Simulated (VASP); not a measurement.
Wanted: the native input for a VASP 6.6.1 run.

| Quantity | Value |
| --- | --- |
| Task | single point |
| Functional | PBE |
| Potentials or basis | VASP PAW PBE potentials, release 64 (Mg) |
| Cutoff | 520 eV |
| k mesh | 18 × 18 × 18 |
| Occupations | gaussian, width 0.1 eV |
| Spin | no spin polarisation |
| Dipole correction | no |
| Further INCAR settings | ALGO = Fast; EDIFF = 1e-06; NBANDS = 7 |

The structure of Mg lies in POSCAR:

```
Mg
1.0
    0.0000000000      2.1045802055      2.1045802055
    2.1045802055      0.0000000000      2.1045802055
    2.1045802055      2.1045802055      0.0000000000
Mg
1
Direct
    0.0000000000      0.0000000000      0.0000000000
```

This cell differs from its parent crystal: Cd replaced by Mg, lengths x 0.987, strained.

The input as run:

INCAR

```
SYSTEM = Mg
PREC = Accurate
ENCUT = 520
EDIFF = 1E-6
ISMEAR = 0
SIGMA = 0.1
LREAL = .False.
LASPH = .True.
NELM = 60
ALGO = Fast
ISIF = 2
LWAVE = .False.
LCHARG = .False.
GGA = PE
NBANDS = 7
```

KPOINTS

```
regular mesh
0
Gamma
  18 18 18
  0 0 0
```

Potentials or basis: VASP PAW PBE potentials, release 64 (Mg).

The run is started by

```sh
$ cat potpaw_PBE.64/Mg/POTCAR > POTCAR
$ mpirun -np 1 vasp_std > vasp.out
```

Results of the run:

| Item | Value |
| --- | --- |
| Pressure | 11.5 GPa |
| Band gap on the k mesh | zero (band 1 reaches 4.99 eV, above the bottom of band 2 at 2.53 eV) |

Caveat: the cell differs from its parent crystal (Cd replaced by Mg, lengths x 0.987, strained).

Run time: 7 s on 1 thread of Intel(R) Xeon(R) Platinum 8559C (Emerald Rapids) (shared host), peak memory 0.15 GiB.
